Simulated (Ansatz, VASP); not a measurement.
# One calculation of ZrN, two programs

```
N Zr
1.0
     3.24891    0.00000    0.00000
    -1.62445    2.81364    0.00000
     0.00000    0.00000   26.93726
N Zr
5 5
Direct
  0.33333 0.66667 0.28952
  0.00000 0.00000 0.38018
  0.66667 0.33333 0.47433
  0.33333 0.66667 0.57396
  0.00000 0.00000 0.67187
  0.66667 0.33333 0.31810
  0.33333 0.66667 0.42515
  0.00000 0.00000 0.52365
  0.66667 0.33333 0.62407
  0.33333 0.66667 0.71916
```

Alike in both runs: functional PBE; k mesh 12 × 12 × 1; occupations gaussian, width 0.1 eV; no spin polarisation.

Ansatz relaxed the structure, and its values are those at the end. VASP's run is a single point on that final structure, the one shown.

|  | VASP | Ansatz |
| --- | --- | --- |
| version | VASP 6.6.1 | Ansatz 0.2.0 |
| potentials or method | VASP PAW PBE potentials, release 64 (N, Zr_sv), cutoff 520 eV | scalar-relativistic, plane waves, PAW |
| valence electrons in the cell | 85 | 85 |

|  | VASP | Ansatz | Ansatz less VASP |
| --- | --- | --- | --- |
| gap on the k mesh at the Fermi level (eV) | none | none | - |
| rms of the force components (eV/Å) | 0.011 | 0.005 | -0.0063 |

A gap of «none» marks a metal or a gap that the smearing closes. The functional is the same, so the differences come from potentials, cutoffs and numerics. Ansatz's warnings: xc potential rough in thin density.
